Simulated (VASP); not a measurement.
Hf2N, 6 atoms in the cell. Symmetry: P4_2/mnm, No. 136, tetragonal system. Conventional cell: a = 5.313 Å, b = 5.313 Å, c = 3.242 Å, α = 90.00°, β = 90.00°, γ = 90.00°. Within 2.9 Å of Hf (site symmetry m2m) lie 3 N at 2.22 to 2.23 Å. N (site symmetry mmm) has 6 Hf at 2.22 to 2.23 Å within 2.9 Å. 

```yaml
Program: VASP 6.6.1
Task: relaxation of cell and atoms
Functional: r2SCAN
Potentials_or_basis: VASP PAW PBE potentials, release 64 (Hf_pv, N)
Cutoff: 600 eV
k_mesh: 4 × 4 × 8
Occupations: gaussian, width 0.1 eV
Spin: no spin polarisation
Dipole_correction: no
Further_INCAR_settings: ALGO = Normal; EDIFF = 1e-06; IBRION = 2; EDIFFG = -0.01; NSW = 80; ISIF = 3
```

Potentials or basis: VASP PAW PBE potentials, release 64 (Hf_pv, N).

Launch:

```bash
$ cat potpaw_PBE.64/Hf_pv/POTCAR potpaw_PBE.64/N/POTCAR > POTCAR
$ cp INCAR.step1 INCAR
$ mpirun -np 1 vasp_std > vasp.out
$ cp INCAR.step2 INCAR
$ mpirun -np 1 vasp_std > vasp.out
```

Hardware: 1 thread of Intel(R) Xeon(R) Platinum 8488C (Sapphire Rapids) (shared host).

Estimate the wall time of this run.

Wall time 6.9 min on 1 thread of Intel(R) Xeon(R) Platinum 8488C (Sapphire Rapids) (shared host), peak memory 0.27 GiB. Counts: k points 30, ion steps 3.
